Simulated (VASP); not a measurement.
# Sb (P4/mmm) in VASP: further runs

Sb is run at these levels: PBE; tasks: single point, relaxation of cell and atoms.

Everything below comes from runs of VASP 6.6.1. Logs are shortened: lines on timing, memory, paths and dates and some standing lists are left out, and cuts for length are marked.

## 1. The cell of the first run

The structure is tetragonal, space group P4/mmm (No. 123). The conventional cell has a = 5.039 Å, b = 5.039 Å, c = 3.579 Å, α = 90.00°, β = 90.00°, γ = 90.00°. Within 3.3 Å of Sb (site symmetry mmm) lie 2 Sb at 2.52 Å. Within 3.3 Å of Sb (site symmetry 4/mmm) lie 4 Sb at 2.52 Å.

## 2. Single point, PBE

INCAR

```
SYSTEM = Sb
PREC     = Accurate       ! precision mode
ENCUT    = 520            ! plane-wave cutoff, eV
EDIFF    = 1E-7           ! SCF threshold, eV
ISMEAR   = 0              ! smearing method
SIGMA    = 0.1            ! smearing width, eV
LREAL    = .FALSE.        ! projectors in reciprocal space
LASPH    = .TRUE.         ! aspherical terms in the spheres
NELM     = 80             ! most SCF steps
ALGO     = Normal         ! electronic algorithm
ISIF     = 2              ! what is computed and relaxed
LWAVE    = .FALSE.        ! write WAVECAR
LCHARG   = .FALSE.        ! write CHGCAR
GGA      = PE             ! functional
NBANDS   = 14             ! bands
```

KPOINTS

```
Automatic mesh
0
G
  4 4 6
  0 0 0
```

POSCAR

```
Sb
1.0
    5.0389761500      0.0000000000      0.0000000000
    0.0000000000      5.0389761500      0.0000000000
    0.0000000000      0.0000000000      3.5786166200
Sb
3
Direct
    0.0000000000      0.5000000000      0.5000000000
    0.5000000000      0.0000000000      0.5000000000
    0.5000000000      0.5000000000      0.5000000000
```

Potentials or basis: VASP PAW PBE potentials, release 64 (Sb).

Launch:

```sh
$ cat potpaw_PBE.64/Sb/POTCAR > POTCAR
$ mpirun -np 1 vasp_std > vasp.out
```

OUTCAR:

```text
SYSTEM = Sb
   PREC = Accurate
   ENCUT = 520
   EDIFF = 1E-7
   ISMEAR = 0
   LREAL = .FALSE.
   LASPH = .TRUE.
   NELM = 80
   ISIF = 2
   GGA = PE

 ion  position               nearest neighbor table
   1  0.000  0.500  0.500-   3 2.52   3 2.52   2 3.56   2 3.56   2 3.56   2 3.56
   2  0.500  0.000  0.500-   3 2.52   3 2.52   1 3.56   1 3.56   1 3.56   1 3.56
   3  0.500  0.500  0.500-   1 2.52   2 2.52   2 2.52   1 2.52

  LATTYP: Found a simple tetragonal cell.
 ALAT       =     5.0389761500
 C/A-ratio  =     0.7101872510

  Lattice vectors:

 A1 = (   5.0389761500,   0.0000000000,   0.0000000000)
 A2 = (   0.0000000000,   5.0389761500,   0.0000000000)
 A3 = (   0.0000000000,   0.0000000000,   3.5786166200)

Analysis of symmetry for initial positions (statically):
=====================================================================
 Subroutine PRICEL returns:
 Original cell was already a primitive cell.

 Routine SETGRP: Setting up the symmetry group for a
 simple tetragonal supercell.

 Subroutine GETGRP returns: Found 16 space group operations
 (whereof 16 operations were pure point group operations)
 out of a pool of 16 trial point group operations.

The static configuration has the point symmetry D_4h.

Analysis of symmetry for dynamics (positions and initial velocities):
=====================================================================
 Subroutine PRICEL returns:
 Original cell was already a primitive cell.

 Routine SETGRP: Setting up the symmetry group for a
 simple tetragonal supercell.

 Subroutine GETGRP returns: Found 16 space group operations
 (whereof 16 operations were pure point group operations)
 out of a pool of 16 trial point group operations.

The dynamic configuration has the point symmetry D_4h.

 Subroutine INISYM returns: Found 16 space group operations
 (whereof 16 operations are pure point group operations),
 and found     1 'primitive' translations

----------------------------------------------------------------------------------------

                                     Primitive cell

  volume of cell :      90.8657

  direct lattice vectors                    reciprocal lattice vectors
     5.038976150  0.000000000  0.000000000     0.198453013  0.000000000  0.000000000
     0.000000000  5.038976150  0.000000000     0.000000000  0.198453013  0.000000000
     0.000000000  0.000000000  3.578616620     0.000000000  0.000000000  0.279437589

  length of vectors
[... 94 lines left out ...]
   NELECT =      15.0000    total number of electrons
   NUPDOWN=      -1.0000    fix difference up-down
   EMIN   =  10.00;   EMAX   =-10.00  energy-range for DOS
   EFERMI =   0.00;   METHOD = LEGACY
   ISMEAR =     0;   SIGMA  =   0.10  broadening in eV -4-tet -1-fermi 0-gaus
   EFERMI_NEDOS =   21; number of points for ismear=-14 and -15
   IALGO  =     38    algorithm
   IMIX   =      4    mixing-type and parameters
     AMIX     =   0.40;   BMIX     =  1.00
     AMIX_MAG =   1.60;   BMIX_MAG =  1.00
  volume/ion in A,a.u.               =      30.29       204.40
  Fermi-wavevector in a.u.,A,eV,Ry     =   0.898060  1.697087 10.973257  0.806512
  Thomas-Fermi vector in A             =   2.020722
   LORBIT       =      0    0 simple, 1 ext, 2 COOP (PROOUT), +10 PAW based schemes
   GGA     = PE    functional components
   LHFCALC =     F    Hartree Fock is set to
   AEXX    =    0.0000 exact exchange contribution
   IVDW    =     0    specifies the selected vdW correction
   LEPSILON=     F    determine dielectric tensor
   LRPA    =     F    only Hartree local field effects (RPA)
 non-spin polarized calculation
 Gauss-broadening in eV      SIGMA  =   0.10
  energy-cutoff  :      520.00
  volume of cell :       90.87
 maximum number of plane-waves:      2473
 NGX is ok and might be reduce to    40
   NGX = 19   NGY = 19   NGZ = 13

 number of electron      14.9999999 magnetization

 Free energy of the ion-electron system (eV)
  ---------------------------------------------------
  ext. energy  EPLUGINS =         0.00000000
  ---------------------------------------------------
  free energy    TOTEN  =        -7.94091661 eV

  energy without entropy =       -7.92735620  energy(sigma->0) =       -7.93413641

 E-fermi :   6.7823     XC(G=0):  -9.3246

 val. band max:        6.7460107722   @ k =   0.5000   0.2500   0.1667
 cond. band min:       6.7978331088   @ k =   0.2500   0.2500   0.3333
 fundamental gap:      0.0518223365
 Fermi energy:         6.7822954507

 k-point     1 :       0.0000    0.0000    0.0000
  band No.  band energies     occupation
      1      -6.9528      2.00000
      2      -1.8099      2.00000
      3       0.3060      2.00000
      4       0.3060      2.00000
      5       1.5512      2.00000
      6       5.7668      2.00000
      7       6.8669      0.23127
      8       6.8669      0.23127
      9       9.8082      0.00000
     10      10.7044      0.00000
     11      10.8891      0.00000
     12      11.5870      0.00000
     13      12.3075      0.00000
     14      15.5044      0.00000
[... 377 lines left out ...]
      1      -4.3987      2.00000
      2      -3.0227      2.00000
      3      -3.0227      2.00000
      4       3.0577      2.00000
      5       3.7386      2.00000
      6       3.7386      2.00000
      7       3.7589      2.00000
      8       7.9985      0.00000
      9       9.4778      0.00000
     10       9.8456      0.00000
     11       9.8456      0.00000
     12      10.2282      0.00000
     13      11.7058      0.00000
     14      15.6450      0.00000

------------------------ aborting loop because EDIFF is reached ----------------------------------------

  FORCE on cell =-STRESS in cart. coord.  units (eV):
  Direction    XX          YY          ZZ          XY          YZ          ZX
  --------------------------------------------------------------------------------------
  -------------------------------------------------------------------------------------
  Total       20.4881988     20.4881988     -1.2326129      0.0000000      0.0000000      0.0000000
  in kB      361.2555950    361.2555950    -21.7338921      0.0000000      0.0000000      0.0000000
  external PRESSURE =     233.5924326 kB  Pullay stress =       0.0000000 kB

 VOLUME and BASIS-vectors are now :
 -----------------------------------------------------------------------------
  energy-cutoff  :      520.00
  volume of cell :       90.87
      direct lattice vectors                 reciprocal lattice vectors
     5.038976150  0.000000000  0.000000000     0.198453013  0.000000000  0.000000000
     0.000000000  5.038976150  0.000000000     0.000000000  0.198453013  0.000000000
     0.000000000  0.000000000  3.578616620     0.000000000  0.000000000  0.279437589

 POSITION                                       TOTAL-FORCE (eV/Angst)
 -----------------------------------------------------------------------------------
      0.00000      2.51949      1.78931         0.000000      0.000000      0.000000
      2.51949      0.00000      1.78931         0.000000      0.000000      0.000000
      2.51949      2.51949      1.78931         0.000000      0.000000      0.000000
 -----------------------------------------------------------------------------------
    total drift:                                0.000000      0.000000     -0.000000

  FREE ENERGIE OF THE ION-ELECTRON SYSTEM (eV)
  ---------------------------------------------------
  free  energy   TOTEN  =        -7.9409166135 eV

  energy  without entropy=       -7.9273562046  energy(sigma->0) =       -7.93413641
```

Wall time 12 s (1 thread of Intel Xeon 6975P-C (Granite Rapids), shared host); peak memory 0.19 GiB.

What came out:

```yaml
Free_energy: -7.9409 eV
Pressure: 23.4 GPa
```

Caveat: spin-orbit coupling is left out, which moves the levels of the heavy elements.

## 3. Single point, PBE

This run uses another cell than the first one, of 37.54 Å³/atom, 1.240 times its volume.

INCAR

```
ALGO     = Normal         # electronic algorithm
EDIFF    = 1E-6           # SCF threshold, eV
ENCUT    = 520            # plane-wave cutoff, eV
GGA      = PE             # functional
ISIF     = 2              # what is computed and relaxed
ISMEAR   = 0              # smearing method
LASPH    = T              # aspherical terms in the spheres
LCHARG   = T              # write CHGCAR
LELF     = T              # ELF
LREAL    = F              # projectors in reciprocal space
LVHAR    = T            
LWAVE    = F              # write WAVECAR
NBANDS   = 14             # bands
NELM     = 60             # most SCF steps
PREC     = Accurate       # precision mode
SIGMA    = 0.1            # smearing width, eV
```

KPOINTS

```
k-points
0
Gamma
  4 4 6
```

POSCAR

```
Sb
1.0
    6.1667529638      0.0000000000      0.0000000000
    0.0000000000      6.1667529638      0.0000000000
    0.0000000000      0.0000000000      2.9617740833
Sb
3
Direct
    0.0000000000      0.5000000000      0.5000000000
    0.5000000000      0.0000000000      0.5000000000
    0.5000000000      0.5000000000      0.5000000000
```

Potentials or basis: VASP PAW PBE potentials, release 64 (Sb).

Launch:

```sh
$ cat potpaw_PBE.64/Sb/POTCAR > POTCAR
$ mpirun -np 1 vasp_std > vasp.out
```

OUTCAR:

```text
EDIFF = 1E-6
   ENCUT = 520
   GGA = PE
   ISIF = 2
   ISMEAR = 0
   LASPH = T
   LREAL = F
   NELM = 60
   PREC = Accurate

 ion  position               nearest neighbor table
   1  0.000  0.500  0.500-   3 3.08   3 3.08
   2  0.500  0.000  0.500-   3 3.08   3 3.08
   3  0.500  0.500  0.500-   1 3.08   2 3.08   2 3.08   1 3.08

  LATTYP: Found a simple tetragonal cell.
 ALAT       =     6.1667529638
 C/A-ratio  =     0.4802809681

  Lattice vectors:

 A1 = (   6.1667529638,   0.0000000000,   0.0000000000)
 A2 = (   0.0000000000,   6.1667529638,   0.0000000000)
 A3 = (   0.0000000000,   0.0000000000,   2.9617740833)

Analysis of symmetry for initial positions (statically):
=====================================================================
 Subroutine PRICEL returns:
 Original cell was already a primitive cell.

 Routine SETGRP: Setting up the symmetry group for a
 simple tetragonal supercell.

 Subroutine GETGRP returns: Found 16 space group operations
 (whereof 16 operations were pure point group operations)
 out of a pool of 16 trial point group operations.

[... 178 lines left out ...]
      6       3.4384      2.00000
      7       3.4384      2.00000
      8       7.8927      0.00000
      9       7.9325      0.00000
     10       8.7959      0.00000
     11       8.7959      0.00000
     12       9.6296      0.00000
     13      11.4668      0.00000
     14      12.4612      0.00000
[... 377 lines left out ...]
      1      -3.3000      2.00000
      2      -2.6063      2.00000
      3      -2.6063      2.00000
      4       0.2364      2.00000
      5       0.7634      2.00000
      6       0.7634      2.00000
      7       4.4602      0.61848
      8       5.6999      0.00000
      9       6.1337      0.00000
     10       6.1337      0.00000
     11       6.8942      0.00000
     12       6.9825      0.00000
     13       8.4538      0.00000
     14      10.6101      0.00000

------------------------ aborting loop because EDIFF is reached ----------------------------------------

  FORCE on cell =-STRESS in cart. coord.  units (eV):
  Direction    XX          YY          ZZ          XY          YZ          ZX
  --------------------------------------------------------------------------------------
  -------------------------------------------------------------------------------------
  Total        0.0672267      0.0672267      0.0061545      0.0000000      0.0000000      0.0000000
  in kB        0.9562853      0.9562853      0.0875466      0.0000000      0.0000000      0.0000000
  external PRESSURE =       0.6667058 kB  Pullay stress =       0.0000000 kB

 VOLUME and BASIS-vectors are now :
 -----------------------------------------------------------------------------
  energy-cutoff  :      520.00
  volume of cell :      112.63
      direct lattice vectors                 reciprocal lattice vectors
     6.166752964  0.000000000  0.000000000     0.162159893  0.000000000  0.000000000
     0.000000000  6.166752964  0.000000000     0.000000000  0.162159893  0.000000000
     0.000000000  0.000000000  2.961774083     0.000000000  0.000000000  0.337635475

 POSITION                                       TOTAL-FORCE (eV/Angst)
 -----------------------------------------------------------------------------------
      0.00000      3.08338      1.48089         0.000000      0.000000      0.000000
      3.08338      0.00000      1.48089         0.000000      0.000000      0.000000
      3.08338      3.08338      1.48089         0.000000      0.000000      0.000000
 -----------------------------------------------------------------------------------
    total drift:                               -0.000000      0.000000     -0.000000

  FREE ENERGIE OF THE ION-ELECTRON SYSTEM (eV)
  ---------------------------------------------------
  free  energy   TOTEN  =       -11.3825083011 eV

  energy  without entropy=      -11.3725886701  energy(sigma->0) =      -11.37754849
```

It took 14 s on 1 thread of Intel Xeon 6975P-C (Granite Rapids), shared host; peak memory 0.21 GiB.

What came out:

```yaml
Free_energy: -11.3825 eV
Pressure: 0.1 GPa
```

Levels at points of the mesh, in eV from the Fermi level:
```
           k point  band 5  band 6  band 7  band 8  band 9  band 10
(0.00, 0.00, 0.00)   -4.79   -0.99   -0.99    3.47    3.51     4.37
(0.50, 0.00, 0.00)   -2.05   -1.62   -0.82   -0.39    4.33     5.57
(0.50, 0.50, 0.00)   -1.16   -1.03   -1.03   -0.45   -0.05     5.64
(0.00, 0.00, 0.50)   -3.33   -2.36   -2.33   -2.33    1.61     1.61
(0.50, 0.00, 0.50)   -3.68   -2.71   -2.20    0.73    1.09     1.91
(0.50, 0.50, 0.50)   -3.66   -3.66    0.04    1.27    1.71     1.71
```

Caveat: spin-orbit coupling is left out, which moves the levels of the heavy elements.

## 4. Relaxation of cell and atoms, PBE

INCAR

```
SYSTEM = Sb
PREC = Accurate ; ENCUT = 600
EDIFF = 1E-6 ; ISMEAR = 0
SIGMA = 0.1 ; LREAL = .False.
LASPH = .True. ; NELM = 60
ALGO = Normal ; ISIF = 3
LWAVE = .False. ; LCHARG = .False.
GGA = PE ; IBRION = 2
NSW = 90 ; EDIFFG = -0.04
```

KPOINTS

```
regular mesh
0
Gamma
  4 4 6
  0 0 0
```

POSCAR

```
Sb
1.0
    5.0389761500      0.0000000000      0.0000000000
    0.0000000000      5.0389761500      0.0000000000
    0.0000000000      0.0000000000      3.5786166200
Sb
3
Direct
    0.0000000000      0.5000000000      0.5000000000
    0.5000000000      0.0000000000      0.5000000000
    0.5000000000      0.5000000000      0.5000000000
```

Launch:

```sh
$ cat potpaw_PBE.64/Sb/POTCAR > POTCAR
$ mpirun -np 1 vasp_std > vasp.out
```

Run time: 2.3 min. Hardware: 1 thread of Intel Xeon 6975P-C (Granite Rapids), shared host; peak memory 0.22 GiB.

The run converged. Its results:

- Free energy: -11.3819 eV
- Relaxed volume: 37.68 Å³/atom
- Relaxed cell: a = 6.177 Å, b = 6.177 Å, c = 2.963 Å, α = 90.00°, β = 90.00°, γ = 90.00°
- Space group after relaxing (to 0.05 Å): P4/mmm (No. 123)
- Energy gained by relaxing: 1146.9 meV/atom
- Ionic steps: 17
- Pressure after relaxing: 0.0 GPa

The path:
```
step  energy change (eV)  largest force (eV/Å)  pressure (GPa)  volume (Å³)
   1              0.0000                0.0000           23.36        90.87
   2             -1.9436                0.0000           -6.30       157.44
   3             -2.5362                0.0000           -2.90       122.60
   4             -2.5402                0.0000           -2.62       121.56
   5             -2.5411                0.0000           -2.36       120.67
   6             -2.8818                0.0000           -0.87       113.35
   7             -0.8543                0.0000           23.36        89.99
   8             -3.0408                0.0000            0.10       110.65
   9             -3.2441                0.0000            5.62       100.53
  10             -3.3155                0.0000            2.51       104.89
  11             -3.3245                0.0000            3.16       103.84
  12             -3.2559                0.0000            3.19       107.79
  13             -3.3782                0.0000            2.93       105.49
  14             -3.4390                0.0000           -0.28       113.43
  15             -3.4399                0.0000            0.03       112.52
  16             -3.4398                0.0000           -0.02       112.66
  17             -3.4408                0.0000           -0.04       113.03
```

Final structure:
```
Sb
1.0
     6.17673    0.00000    0.00000
     0.00000    6.17673    0.00000
     0.00000    0.00000    2.96259
Sb
3
Direct
  0.00000 0.50000 0.50000
  0.50000 0.00000 0.50000
  0.50000 0.50000 0.50000
```

Levels at points of the mesh, in eV from the Fermi level:
```csv
k point,band 5,band 6,band 7,band 8,band 9,band 10
"(0.00, 0.00, 0.00)",-4.76,-0.98,-0.98,3.47,3.51,4.34
"(0.50, 0.00, 0.00)",-2.04,-1.61,-0.83,-0.39,4.30,5.58
"(0.50, 0.50, 0.00)",-1.16,-1.04,-1.04,-0.46,-0.06,6.21
"(0.00, 0.00, 0.50)",-3.32,-2.36,-2.31,-2.31,1.61,1.61
"(0.50, 0.00, 0.50)",-3.67,-2.71,-2.18,0.74,1.10,1.90
"(0.50, 0.50, 0.50)",-3.65,-3.65,0.05,1.28,1.70,1.70
```

Caveat: the volume moved by over 15 % at a fixed basis, so the end points are rough; spin-orbit coupling is left out, which moves the levels of the heavy elements.

## 5. Summary

```csv
task,cell,cutoff (eV),gap on the mesh (eV),pressure (GPa)
single point,"a = 5.039, b = 5.039, c = 3.579 Å, 3 atoms",520,none,23.4
single point,"a = 6.167, b = 6.167, c = 2.962 Å, 3 atoms",520,none,0.1
relaxation of cell and atoms,"relaxed from a = 5.039, b = 5.039, c = 3.579 Å, 3 atoms",600,none,0.0
```

Alike in all rows: level PBE; potentials or basis VASP PAW PBE potentials, release 64 (Sb); no spin polarisation; k mesh 4 × 4 × 6; smearing gaussian 0.1 eV.

Caveats: spin-orbit coupling is left out, which moves the levels of the heavy elements; the volume moved by over 15 % at a fixed basis, so the end points are rough (some runs).

Total energies depend on the potentials used, so only differences within one code and one set of settings carry meaning.
